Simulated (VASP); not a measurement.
Runs of VASP 6.6.1 on TiGe. The structure is that of space group F-43m (No. 216), or close to it. The cells are those of the table. 

```csv
task,cell,k mesh,cutoff (eV),smearing,gap on the mesh (eV),pressure (GPa),relaxed volume (Å³/atom)
single point,"a = 4.126 Å, angles 60.0°, 2 atoms",6 × 6 × 6,520,gaussian 0.1 eV,0.24,(b),-
single point,"a = 4.134 Å, angles 60.0°, 2 atoms",10 × 10 × 10,520,gaussian 0.01 eV,0.25,0.0,-
single point,"a = 3.692 Å, angles 60.0°, 2 atoms",6 × 6 × 6,520,gaussian 0.1 eV,none,38.4,-
relaxation of cell and atoms,"relaxed from a = 3.692 Å, angles 60.0°, 2 atoms",6 × 6 × 6,600,gaussian 0.1 eV,0.25,0.0,(a)
relaxation of cell and atoms,"relaxed from a = 4.126 Å, angles 60.0°, 2 atoms",10 × 10 × 10,600,gaussian 0.01 eV,0.25,0.0,24.98
```

Alike in all rows: level PBE; potentials or basis VASP PAW PBE potentials, release 64 (Ti_sv, Ge_d); no spin polarisation.

Question: Fill in the values left out.

Answer: (a) 24.94; (b) 0.3.

Caveats: the volume moved by over 15 % at a fixed basis, so the end points are rough (some runs).

A k mesh can miss the band edges, and the runs leave out spin-orbit coupling on Ge.

A gap of «none» marks levels without a gap at the run's occupations.
